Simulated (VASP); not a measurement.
# MgS (Imm2) in VASP: further runs

The runs below take MgS through single point, with r2SCAN.

Program: VASP 6.6.1. These are calculated values, not measurements. Logs are shortened: lines on timing, memory, paths and dates and some standing lists are left out, and cuts for length are marked.

### Step 1. The cell of the first run

It takes space group Imm2 (No. 44, orthorhombic). Conventional cell: a = 3.679 Å, b = 5.203 Å, c = 3.679 Å, α = 90.00°, β = 90.00°, γ = 90.00°. Mg (site symmetry mm2) has 6 S at 2.54 to 2.66 Å within 3.4 Å. Within 3.4 Å of S (site symmetry mm2) lie 6 Mg at 2.54 to 2.66 Å.

### Step 2. Single point, r2SCAN (all Mg atoms moved +0.087 Å, as atom 1 along Cartesian [1 1 0])

POSCAR reads:

```
MgS
1.0
    0.0000000000      2.6016500000      2.6016500000
    2.6016500000      0.0000000000      2.6016500000
    2.6016500000      2.6016500000      0.0000000000
Mg S
1 1
Direct
    0.0000000000      0.0000000000      0.0237817706
    0.5000000000      0.5000000000      0.5000000000
```

INCAR.step1 reads:

```
SYSTEM = MgS
PREC = Accurate
ENCUT = 520
ISMEAR = 0
SIGMA = 0.05
LREAL = .False.
LASPH = .True.
NELM = 100
NBANDS = 11
GGA = PE
ALGO = Normal
EDIFF = 1E-4
LWAVE = .True.
LCHARG = .False.
```

INCAR.step2 reads:

```
SYSTEM = MgS
PREC = Accurate
ENCUT = 520
EDIFF = 1E-6
ISMEAR = 0
SIGMA = 0.05
LREAL = .False.
LASPH = .True.
NELM = 100
ALGO = Normal
ISIF = 2
LWAVE = .False.
LCHARG = .False.
METAGGA = R2SCAN
LMIXTAU = .True.
NBANDS = 11
ISTART = 1
```

KPOINTS reads:

```
regular mesh
0
Gamma
  8 8 8
  0 0 0
```

Potentials or basis: VASP PAW PBE potentials, release 64 (Mg, S).

Started as:

```bash
$ cat potpaw_PBE.64/Mg/POTCAR potpaw_PBE.64/S/POTCAR > POTCAR
$ cp INCAR.step1 INCAR
$ mpirun -np 1 vasp_std > vasp.out
$ cp INCAR.step2 INCAR
$ mpirun -np 1 vasp_std > vasp.out
```

OUTCAR:

```text
SYSTEM = MgS
   PREC = Accurate
   ENCUT = 520
   EDIFF = 1E-6
   ISMEAR = 0
   LREAL = .False.
   LASPH = .True.
   NELM = 100
   ISIF = 2
   METAGGA = R2SCAN
   ISTART = 1

 ion  position               nearest neighbor table
   1  0.000  0.000  0.024-   2 2.54   2 2.54   2 2.60   2 2.60   2 2.66   2 2.66
   2  0.500  0.500  0.500-   1 2.54   1 2.54   1 2.60   1 2.60   1 2.66   1 2.66

  LATTYP: Found a face centered cubic cell.
 ALAT       =     5.2033000000

  Lattice vectors:

 A1 = (   0.0000000000,   2.6016500000,   2.6016500000)
 A2 = (   2.6016500000,   0.0000000000,   2.6016500000)
 A3 = (   2.6016500000,   2.6016500000,   0.0000000000)

Analysis of symmetry for initial positions (statically):
=====================================================================
 Subroutine PRICEL returns:
 Original cell was already a primitive cell.

 Routine SETGRP: Setting up the symmetry group for a
 face centered cubic supercell.

 Subroutine GETGRP returns: Found  4 space group operations
 (whereof  4 operations were pure point group operations)
 out of a pool of 48 trial point group operations.

The static configuration has the point symmetry C_2v.

Analysis of symmetry for dynamics (positions and initial velocities):
=====================================================================
 Subroutine PRICEL returns:
 Original cell was already a primitive cell.

 Routine SETGRP: Setting up the symmetry group for a
 face centered cubic supercell.

 Subroutine GETGRP returns: Found  4 space group operations
 (whereof  4 operations were pure point group operations)
 out of a pool of 48 trial point group operations.

The dynamic configuration has the point symmetry C_2v.

 Subroutine INISYM returns: Found  4 space group operations
 (whereof  4 operations are pure point group operations),
 and found     1 'primitive' translations

----------------------------------------------------------------------------------------

                                     Primitive cell

  volume of cell :      35.2190

  direct lattice vectors                    reciprocal lattice vectors
     0.000000000  2.601650000  2.601650000    -0.192185728  0.192185728  0.192185728
     2.601650000  0.000000000  2.601650000     0.192185728 -0.192185728  0.192185728
     2.601650000  2.601650000  0.000000000     0.192185728  0.192185728 -0.192185728

  length of vectors
     3.679288715  3.679288715  3.679288715     0.332875446  0.332875446  0.332875446

  position of ions in fractional coordinates (direct lattice)
     0.000000000  0.000000000  0.023781771
     0.500000000  0.500000000  0.500000000

  ion indices of the primitive-cell ions
   primitive index   ion index
                 1           1
                 2           2

----------------------------------------------------------------------------------------

 KPOINTS: regular mesh

Automatic generation of k-mesh.
 Grid dimensions read from file:
 generate k-points for:    8    8    8

 Generating k-lattice:

  Cartesian coordinates                     Fractional coordinates (reciprocal lattice)
    -0.024023216  0.024023216  0.024023216     0.125000000  0.000000000  0.000000000
     0.024023216 -0.024023216  0.024023216     0.000000000  0.125000000  0.000000000
     0.024023216  0.024023216 -0.024023216     0.000000000  0.000000000  0.125000000

  Length of vectors
     0.041609431  0.041609431  0.041609431

  Shift w.r.t. Gamma in fractional coordinates (k-lattice)
     0.000000000  0.000000000  0.000000000

 Subroutine IBZKPT returns following result:
 ===========================================

 Found     95 irreducible k-points:

 Following reciprocal coordinates:
            Coordinates               Weight
  0.000000  0.000000  0.000000      1.000000
  0.125000  0.000000  0.000000      4.000000
  0.000000  0.000000  0.125000      4.000000
  0.250000  0.000000  0.000000      4.000000
  0.000000  0.000000  0.250000      4.000000
  0.375000  0.000000  0.000000      4.000000
[... 16 lines left out ...]
  0.125000  0.125000 -0.375000      4.000000
 -0.375000  0.125000  0.000000      4.000000
 [... further k-points ...]
   k-points           NKPTS =     95   k-points in BZ     NKDIM =     95   number of bands    NBANDS=     11
   number of dos      NEDOS =    301   number of ions     NIONS =      2
   total plane-waves  NPLWV =  21952
   dimension x,y,z NGX =    28 NGY =   28 NGZ =   28
   dimension x,y,z NGXF=    56 NGYF=   56 NGZF=   56
   ions per type =               1   1
   NGX,Y,Z   is equivalent  to a cutoff of  12.65, 12.65, 12.65 a.u.
   NGXF,Y,Z  is equivalent  to a cutoff of  25.30, 25.30, 25.30 a.u.
 SYSTEM =  MgS
   PREC   = accura    normal or accurate (medium, high low for compatibility)
   ISTART =      1    job   : 0-new  1-cont  2-samecut
   ICHARG =      0    charge: 1-file 2-atom 10-const
   ISPIN  =      1    spin polarized calculation?
   LNONCOLLINEAR =      F non collinear calculations
   LSORBIT =      F    spin-orbit coupling
   LASPH  =      T    aspherical Exc in radial PAW
   ENCUT  =  520.0 eV  38.22 Ry    6.18 a.u.   6.84  6.84  6.84*2*pi/ulx,y,z
   NELM   =    100;   NELMIN=  2; NELMDL=  0     # of ELM steps
   EDIFF  = 0.1E-05   stopping-criterion for ELM
   LREAL  =      F    real-space projection
   EDIFFG = 0.1E-04   stopping-criterion for IOM
   NSW    =      0    number of steps for IOM
   IBRION =     -1    ionic relax: 0-MD 1-quasi-New 2-CG
   NFREE  =      0    steps in history (QN), initial steepest desc. (CG)
   ISIF   =      2    stress and relaxation
   ISYM   =      2    0-nonsym 1-usesym 2-fastsym
   POTIM  = 0.5000    time-step for ionic-motion
   TEBEG  =    0.0;   TEEND  =   0.0 temperature during run
   PSTRESS=    0.0 pullay stress
   NELECT =       8.0000    total number of electrons
   NUPDOWN=      -1.0000    fix difference up-down
   EMIN   =  10.00;   EMAX   =-10.00  energy-range for DOS
   EFERMI =   0.00;   METHOD = LEGACY
   ISMEAR =     0;   SIGMA  =   0.05  broadening in eV -4-tet -1-fermi 0-gaus
   EFERMI_NEDOS =   21; number of points for ismear=-14 and -15
   IALGO  =     38    algorithm
   IMIX   =      4    mixing-type and parameters
     AMIX     =   0.40;   BMIX     =  1.00
     AMIX_MAG =   1.60;   BMIX_MAG =  1.00
  volume/ion in A,a.u.               =      17.61       118.83
  Fermi-wavevector in a.u.,A,eV,Ry     =   0.998878  1.887606 13.575323  0.997758
  Thomas-Fermi vector in A             =   2.131131
   LORBIT       =      0    0 simple, 1 ext, 2 COOP (PROOUT), +10 PAW based schemes
   METAGGA = R2SCAN    functional components
   LHFCALC =     F    Hartree Fock is set to
   AEXX    =    0.0000 exact exchange contribution
   IVDW    =     0    specifies the selected vdW correction
   LEPSILON=     F    determine dielectric tensor
   LRPA    =     F    only Hartree local field effects (RPA)
 non-spin polarized calculation
 Gauss-broadening in eV      SIGMA  =   0.05
  energy-cutoff  :      520.00
  volume of cell :       35.22
 maximum number of plane-waves:       960
   NGX = 13   NGY = 13   NGZ = 13

 number of electron       8.0000000 magnetization

 Free energy of the ion-electron system (eV)
  ---------------------------------------------------
  ext. energy  EPLUGINS =         0.00000000
  ---------------------------------------------------
  free energy    TOTEN  =       -15.49971208 eV

  energy without entropy =      -15.49971208  energy(sigma->0) =      -15.49971208

 E-fermi :   3.7514     XC(G=0): -10.0877

 val. band max:        3.4913600550   @ k =   0.0000   0.0000   0.0000
 cond. band min:       6.9267441305   @ k =   0.5000   0.5000   0.0000
 fundamental gap:      3.4353840754
 Fermi energy:         3.7513989325

 k-point     1 :       0.0000    0.0000    0.0000
  band No.  band energies     occupation
      1      -9.6927      2.00000
      2       3.4780      2.00000
      3       3.4912      2.00000
      4       3.4914      2.00000
      5       8.1037      0.00000
      6      12.0187      0.00000
      7      12.0198      0.00000
      8      12.0313      0.00000
      9      14.4440      0.00000
     10      14.4552      0.00000
     11      17.0187      0.00000

 k-point     2 :       0.1250    0.0000    0.0000
  band No.  band energies     occupation
      1      -9.5377      2.00000
      2       2.4712      2.00000
      3       3.3815      2.00000
      4       3.3873      2.00000
      5       8.8569      0.00000
      6      11.7415      0.00000
      7      12.2841      0.00000
      8      12.2977      0.00000
      9      13.8510      0.00000
     10      13.8733      0.00000
     11      17.2615      0.00000

 k-point     3 :       0.0000    0.0000    0.1250
  band No.  band energies     occupation
      1      -9.5377      2.00000
      2       2.4788      2.00000
      3       3.3728      2.00000
      4       3.3864      2.00000
      5       8.8606      0.00000
      6      11.7498      0.00000
      7      12.2817      0.00000
      8      12.2836      0.00000
      9      13.8610      0.00000
     10      13.8632      0.00000
     11      17.2818      0.00000

 k-point     4 :       0.2500    0.0000    0.0000
  band No.  band energies     occupation
      1      -9.1194      2.00000
      2       0.6897      2.00000
      3       3.1509      2.00000
      4       3.1569      2.00000
      5       9.1926      0.00000
      6      11.9264      0.00000
      7      11.9276      0.00000
      8      12.6105      0.00000
      9      14.4560      0.00000
     10      14.4868      0.00000
     11      16.4442      0.00000
[... 239 lines left out ...]
 k-point    22 :       0.1250    0.0000    0.5000
  band No.  band energies     occupation
      1      -8.3155      2.00000
      2      -1.1380      2.00000
      3       2.2360      2.00000
      4       2.6702      2.00000
      5       9.3175      0.00000
      6      10.4591      0.00000
      7      11.5954      0.00000
      8      14.4403      0.00000
      9      16.4757      0.00000
     10      18.4156      0.00000
     11      18.5927      0.00000

 k-point    23 :       0.1250    0.1250   -0.3750
  band No.  band energies     occupation
      1      -8.3154      2.00000
      2      -1.1382      2.00000
      3       2.2448      2.00000
      4       2.6606      2.00000
      5       9.3213      0.00000
      6      10.4554      0.00000
      7      11.5955      0.00000
      8      14.4274      0.00000
      9      16.5054      0.00000
     10      18.4131      0.00000
     11      18.5993      0.00000

 k-point    24 :      -0.3750    0.1250    0.0000
  band No.  band energies     occupation
      1      -8.3980      2.00000
      2      -0.9522      2.00000
      3       2.1161      2.00000
      4       2.8557      2.00000
      5       9.5036      0.00000
      6      10.6095      0.00000
      7      11.4666      0.00000
      8      14.2806      0.00000
      9      16.2384      0.00000
     10      16.9771      0.00000
     11      19.3517      0.00000

 [... further k-points ...]
[... 5 lines left out ...]
  --------------------------------------------------------------------------------------
  -------------------------------------------------------------------------------------
  Total       -0.0107090     -0.0107090     -0.1178920     -0.0113564      0.0000000      0.0000000
  in kB       -0.4871746     -0.4871746     -5.3631279     -0.5166221      0.0000000      0.0000000
  external PRESSURE =      -2.1124924 kB  Pullay stress =       0.0000000 kB

 VOLUME and BASIS-vectors are now :
 -----------------------------------------------------------------------------
  energy-cutoff  :      520.00
  volume of cell :       35.22
      direct lattice vectors                 reciprocal lattice vectors
     0.000000000  2.601650000  2.601650000    -0.192185728  0.192185728  0.192185728
     2.601650000  0.000000000  2.601650000     0.192185728 -0.192185728  0.192185728
     2.601650000  2.601650000  0.000000000     0.192185728  0.192185728 -0.192185728

 POSITION                                       TOTAL-FORCE (eV/Angst)
 -----------------------------------------------------------------------------------
      0.06187      0.06187      0.00000        -0.175480     -0.175480      0.000000
      2.60165      2.60165      2.60165         0.175480      0.175480     -0.000000
 -----------------------------------------------------------------------------------
    total drift:                                0.001214      0.001214     -0.000002

  FREE ENERGIE OF THE ION-ELECTRON SYSTEM (eV)
  ---------------------------------------------------
  free  energy   TOTEN  =       -15.4997120778 eV

  energy  without entropy=      -15.4997120778  energy(sigma->0) =      -15.49971208
```

Wall time 63 s (1 thread of Intel Xeon 6975P-C (Granite Rapids), shared host); peak memory 0.18 GiB.

Results:

| Property | Result |
| --- | --- |
| Free energy | -15.4997 eV |
| Pressure | -0.2 GPa |
| Largest force | 0.248 eV/Å |
| Band gap on the k mesh | 3.44 eV, indirect (least direct gap 4.61 eV) |

Forces on the atoms (eV/Å):
```
Mg  -0.175 -0.175  0.000
S    0.175  0.175  0.000
```

Caveat: the cell differs from its parent crystal (all Mg atoms moved +0.087 Å, as atom 1 along Cartesian [1 1 0]); the PAW data sets were made with another functional, which shifts forces and pressure a little. A k mesh can miss the band edges.

(Part 1 of 2 ends here.)
